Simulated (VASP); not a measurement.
Set up this calculation in VASP 6.6.1, as the native input.

```
Task                   : single point
Functional             : PBEsol
Potentials or basis    : VASP PAW PBE potentials, release 64 (Mg, O)
Cutoff                 : 520 eV
k mesh                 : 1 × 1 × 8
Occupations            : gaussian, width 0.05 eV
Spin                   : no spin polarisation
Dipole correction      : no
Further INCAR settings : LREAL = Auto; ALGO = Normal; EDIFF = 1e-07; NBANDS = 66
```

The structure of MgO lies in POSCAR:

```
MgO
1.0
   15.3000000000      0.0000000000      0.0000000000
    0.0000000000     13.5000000000      0.0000000000
    0.0000000000      0.0000000000      4.2142589468
Mg O
12 12
Direct
    0.2934186791      0.5000000000      0.0000000000
    0.5688604403      0.5000000000      0.0000000000
    0.2934186791      0.3439163353      0.5000000000
    0.2934186791      0.6560836647      0.5000000000
    0.5688604403      0.3439163353      0.5000000000
    0.5688604403      0.6560836647      0.5000000000
    0.4311395597      0.5000000000      0.5000000000
    0.7065813209      0.5000000000      0.5000000000
    0.4311395597      0.3439163353      0.0000000000
    0.4311395597      0.6560836647      0.0000000000
    0.7065813209      0.3439163353      0.0000000000
    0.7065813209      0.6560836647      0.0000000000
    0.4311395597      0.5000000000      0.0000000000
    0.7065813209      0.5000000000      0.0000000000
    0.4311395597      0.3439163353      0.5000000000
    0.4311395597      0.6560836647      0.5000000000
    0.7065813209      0.3439163353      0.5000000000
    0.7065813209      0.6560836647      0.5000000000
    0.2934186791      0.5000000000      0.5000000000
    0.5688604403      0.5000000000      0.5000000000
    0.2934186791      0.3439163353      0.0000000000
    0.2934186791      0.6560836647      0.0000000000
    0.5688604403      0.3439163353      0.0000000000
    0.5688604403      0.6560836647      0.0000000000
```

One way to write it, as run:

INCAR

```
PREC = Accurate ; ENCUT = 520
EDIFF = 1E-7 ; ISMEAR = 0
SIGMA = 0.05 ; LREAL = Auto
LASPH = T ; NELM = 80
ALGO = Normal ; ISIF = 2
LWAVE = F ; LCHARG = T
GGA = PS ; LELF = T
LVHAR = T ; NBANDS = 66
```

KPOINTS

```
regular mesh
0
Gamma
  1 1 8
```

Potentials or basis: VASP PAW PBE potentials, release 64 (Mg, O).

Launch:

```console
$ cat potpaw_PBE.64/Mg/POTCAR potpaw_PBE.64/O/POTCAR > POTCAR
$ mpirun -np 1 vasp_std > vasp.out
```

Results of the run:

| Item | Value |
| --- | --- |
| Largest force | 1.415 eV/Å |
| Band gap on the k mesh | 2.96 eV |

Caveat: the PAW data sets were made with another functional, which shifts forces and pressure a little.

Wall time 8.8 min on 1 thread of Intel(R) Xeon(R) Platinum 8559C (Emerald Rapids) (shared host), peak memory 0.78 GiB.
